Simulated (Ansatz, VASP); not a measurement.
## Two plane-wave programs on TiAl3

File INCAR:

```
ALGO = Fast
EDIFF = 1E-6
ENCUT = 520
GGA = PS
ISIF = 2
ISMEAR = 0
LASPH = True
LCHARG = False
LREAL = False
LWAVE = False
NBANDS = 18
NELM = 100
PREC = Accurate
SIGMA = 0.15
```

Contents of KPOINTS:

```
k-points
0
Gamma
  14 14 14
```

The input POSCAR:

```
TiAl3
1.0
   -1.8408058993      1.8408058993      4.5759266148
    1.8408058993     -1.8408058993      4.5759266148
    1.8408058993      1.8408058993     -4.5759266148
Ti Al
1 3
Direct
    0.0000000000      0.0000000000      0.0000000000
    0.5000000000      0.5000000000      0.0000000000
    0.7500000000      0.2203811792      0.4703811792
    0.2500000000      0.7796188208      0.5296188208
```

Input for Ansatz:

```yaml
crystal:
  lattice:
    - [-1.8408058993, 1.8408058993, 4.5759266148]
    - [1.8408058993, -1.8408058993, 4.5759266148]
    - [1.8408058993, 1.8408058993, -4.5759266148]
  atoms:
    - { symbol: Ti, position: [0.0, 0.0, 0.0] }
    - { symbol: Al, position: [0.5, 0.5, 0.0] }
    - { symbol: Al, position: [0.75, 0.2203811792, 0.4703811792] }
    - { symbol: Al, position: [0.25, 0.7796188208, 0.5296188208] }
basis:
  ecutwfc: 520.0
kpoints:
  mp_grid: { grid: [14, 14, 14] }
hamiltonian:
  xc: pbesol
  pseudopotentials: { kind: paw, azcp: { folder: soft_1 } }
scf:
  occupations: { method: gaussian, width: 0.15 }
output:
  forces: true
  stress: true
  eigenvalues: true
```

Change from the starting cell: mode 9 frozen in at -0.113 Å, strain +e along z and -e/2 along x and y +0.0700.

Alike in both runs: task single point; functional PBEsol; k mesh 14 × 14 × 14; occupations gaussian, width 0.15 eV; no spin polarisation.

|  | VASP | Ansatz |
| --- | --- | --- |
| version | VASP 6.6.1 | Ansatz 0.2.0 |
| potentials or method | VASP PAW PBE potentials, release 64 (Ti_sv, Al), cutoff 520 eV | scalar-relativistic, plane waves, PAW |
| valence electrons in the cell | 21 | 21 |

Ansatz gave:

| Property | Result |
| --- | --- |
| gap on the k mesh at the Fermi level (eV) | none |
| pressure (GPa) | 3.0 |
| traceless stress, the component that is largest in VASP (GPa) | -15.03 |
| rms of the force components (eV/Å) | 0.698 |

Q: Estimate VASP's values.

A: gap on the k mesh at the Fermi level (eV): none; pressure (GPa): 3.2; traceless stress, the component that is largest in VASP (GPa): -15.07; rms of the force components (eV/Å): 0.702.

VASP's potentials were made for PBE, not for PBEsol, and Ansatz warns of the same on its side. Atom by atom the forces differ by 0.004 eV/Å (rms over components). A gap of «none» marks a metal or a gap that the smearing closes.
